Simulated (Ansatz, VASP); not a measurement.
Two plane-wave programs on Nb3Te8Mo

```
CELL_PARAMETERS angstrom
3.63967 0.00000 0.00000
-1.81983 3.15205 0.00000
0.00000 0.00000 29.90366
ATOMIC_POSITIONS crystal
Nb 0.33333 0.66667 0.50000
Nb 0.66667 0.33333 0.25000
Nb 0.66667 0.33333 0.75000
Te 0.33333 0.66667 0.18891
Te 0.33333 0.66667 0.68891
Te 0.66667 0.33333 0.93891
Te 0.66667 0.33333 0.43891
Te 0.66667 0.33333 0.06109
Te 0.66667 0.33333 0.56109
Te 0.33333 0.66667 0.31109
Te 0.33333 0.66667 0.81109
Mo 0.33333 0.66667 0.00000
```

Alike in both runs: task single point; functional PBE; k mesh 6 × 6 × 1; occupations gaussian, width 0.1 eV; no spin polarisation.

|  | VASP | Ansatz |
| --- | --- | --- |
| version | VASP 6.6.1 | Ansatz 0.2.0 |
| potentials or method | VASP PAW PBE potentials, release 64 (Nb_sv, Te, Mo_sv), cutoff 520 eV | scalar-relativistic, plane waves, PAW |
| valence electrons in the cell | 101 | 181 |

Ansatz gave:

```
gap on the k mesh at the Fermi level (eV)                     : none
pressure (GPa)                                                : 1.0
traceless stress, the component that is largest in VASP (GPa) : -0.08
rms of the force components (eV/Å)                            : 0.221
```

Q: What did VASP give for the same quantities?

A: gap on the k mesh at the Fermi level (eV): none; pressure (GPa): 0.9; traceless stress, the component that is largest in VASP (GPa): -0.05; rms of the force components (eV/Å): 0.218.

Atom by atom the forces differ by 0.004 eV/Å (rms over components). A gap of «none» marks a metal or a gap that the smearing closes. VASP's potentials hold 101 valence electrons a cell and Ansatz's 181, so a difference there can come from the potentials and not from the codes.

Neither program's run includes spin-orbit coupling.
